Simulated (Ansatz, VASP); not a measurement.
**One calculation of Ta, two programs**

```
Ta
1.0
    -1.06075    1.70642    1.70642
     1.70642   -1.06075    1.70642
     1.70642    1.70642   -1.06075
Ta
1
Direct
  0.00000 0.00000 0.00000
```

Alike in both runs: task single point; functional PBEsol; k mesh 22 × 22 × 22; occupations gaussian, width 0.15 eV; no spin polarisation.

|  | VASP | Ansatz |
| --- | --- | --- |
| version | VASP 6.6.1 | Ansatz 0.2.0 |
| potentials or method | VASP PAW PBE potentials, release 64 (Ta_pv), cutoff 520 eV | scalar-relativistic, plane waves, PAW |
| valence electrons in the cell | 11 | 13 |

```csv
,VASP,Ansatz,Ansatz less VASP
gap on the k mesh at the Fermi level (eV),none,none,-
pressure (GPa),15.0,14.6,-0.39
"traceless stress, the component that is largest in VASP (GPa)",-10.38,-10.40,-0.017
```

VASP's potentials were made for PBE, not for PBEsol. A gap of «none» marks a metal or a gap that the smearing closes. VASP's potentials hold 11 valence electrons a cell and Ansatz's 13, so a difference there can come from the potentials and not from the codes.

Spin-orbit coupling is off throughout.
